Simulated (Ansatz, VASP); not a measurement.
**GaSb3: VASP beside Ansatz**

```
CELL_PARAMETERS angstrom
-6.08093 0.00000 0.00000
0.00000 0.00000 6.02170
0.00000 6.02170 0.00000
ATOMIC_POSITIONS crystal
Sb 0.50000 0.00000 0.00000
Sb 0.50000 0.50000 0.00000
Sb 0.50000 0.00000 0.50000
Sb 0.50000 0.50000 0.50000
Sb 0.00000 0.50000 0.00000
Sb 0.00000 0.00000 0.50000
Ga 0.00000 0.00000 0.00000
Ga 0.00000 0.50000 0.50000
```

Alike in both runs: functional PBE; k mesh 6 × 6 × 6; occupations gaussian, width 0.1 eV; no spin polarisation.

Ansatz relaxed the structure, and its values are those at the end. VASP's run is a single point on that final structure, the one shown.

|  | VASP | Ansatz |
| --- | --- | --- |
| version | VASP 6.6.1 | Ansatz 0.2.0 |
| potentials or method | VASP PAW PBE potentials, release 64 (Sb, Ga_d), cutoff 520 eV | scalar-relativistic, plane waves, PAW |
| valence electrons in the cell | 56 | 116 |

```csv
,VASP,Ansatz,Ansatz less VASP
gap on the k mesh at the Fermi level (eV),none,none,-
pressure (GPa),0.0,0.0,-0.01
```

A gap of «none» marks a metal or a gap that the smearing closes. VASP's potentials hold 56 valence electrons a cell and Ansatz's 116, so a difference there can come from the potentials and not from the codes.

Neither program's run includes spin-orbit coupling.
